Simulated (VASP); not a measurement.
Set up this calculation in VASP 6.6.1, as the native input.

```
Task                   : relaxation of cell and atoms
Functional             : PBE
Potentials or basis    : VASP PAW PBE potentials, release 64 (V_sv, F)
Cutoff                 : 600 eV
k mesh                 : 6 × 6 × 4
Occupations            : gaussian, width 0.1 eV
Spin                   : collinear spin, ferromagnetic start
Starting moments       : [2.66, 2.66, 0.0, 0.0, 0.0] μB
Dipole correction      : no
Further INCAR settings : ALGO = Normal; EDIFF = 1e-07; IBRION = 2; EDIFFG = -0.04; NSW = 90; ISIF = 3
```

The structure of V2F3 lies in POSCAR:

```
V2F3
1.0
    3.4711383656      0.0000000000      0.0000000000
   -1.7355691828      3.0060940047      0.0000000000
    0.0000000000      0.0000000000      5.4005274572
V F
2 3
Direct
    0.3333333333      0.6666666667      0.2450000000
    0.6666666667      0.3333333333      0.7550000000
    0.0000000000      0.0000000000      0.0000000000
    0.3333333333      0.6666666667      0.6450000000
    0.6666666667      0.3333333333      0.3550000000
```

One way to write it, as run:

INCAR

```
SYSTEM = V2F3
  PREC = Accurate
  ENCUT = 600
  EDIFF = 1E-7
  ISMEAR = 0
  SIGMA = 0.1
  LREAL = .FALSE.
  LASPH = .TRUE.
  NELM = 150
  ALGO = Normal
  ISIF = 3
  LWAVE = .FALSE.
  LCHARG = .FALSE.
  ISPIN = 2
  MAGMOM = 2.66 2.66 0 0 0
  LORBIT = 11
  LMAXMIX = 4
  GGA = PE
  IBRION = 2
  NSW = 90
  EDIFFG = -0.04
```

KPOINTS

```
Automatic mesh
0
G
  6 6 4
  0 0 0
```

Potentials or basis: VASP PAW PBE potentials, release 64 (V_sv, F).

Run with:

```console
$ cat potpaw_PBE.64/V_sv/POTCAR potpaw_PBE.64/F/POTCAR > POTCAR
$ mpirun -np 1 vasp_std > vasp.out
```

Results of the run:

```yaml
Relaxed_volume: 13.14 Å³/atom
Relaxed_cell: a = 3.398 Å, b = 3.398 Å, c = 6.571 Å, α = 90.00°, β = 90.00°, γ = 120.00°
Space_group_after_relaxing_to_0.1_Å: P-3m1 (No. 164)
Energy_gained_by_relaxing: 181.5 meV/atom
Ionic_steps: 9
Pressure_after_relaxing: 0.1 GPa
Largest_force_after_relaxing: 0.016 eV/Å
Band_gap_on_the_k_mesh: zero (filled and empty bands overlap)
Net_moment: 6.96 μB per cell
Site_moments: V +2.94; F +0.06, +0.03 (each value once) μB
Valence_electrons_inside_the_program's_atomic_spheres: V 11.33; F 6.07, 6.10 (each value once)
```

Caveat: the volume moved by over 15 % at a fixed basis, so the end points are rough; semilocal functionals often make such compounds metallic where correlation or magnetic order opens a gap, which also shifts bond lengths.

It took 6.5 min on 1 thread of Intel(R) Xeon(R) 6975P-C (Granite Rapids), with other jobs on the host, peak memory 0.26 GiB.
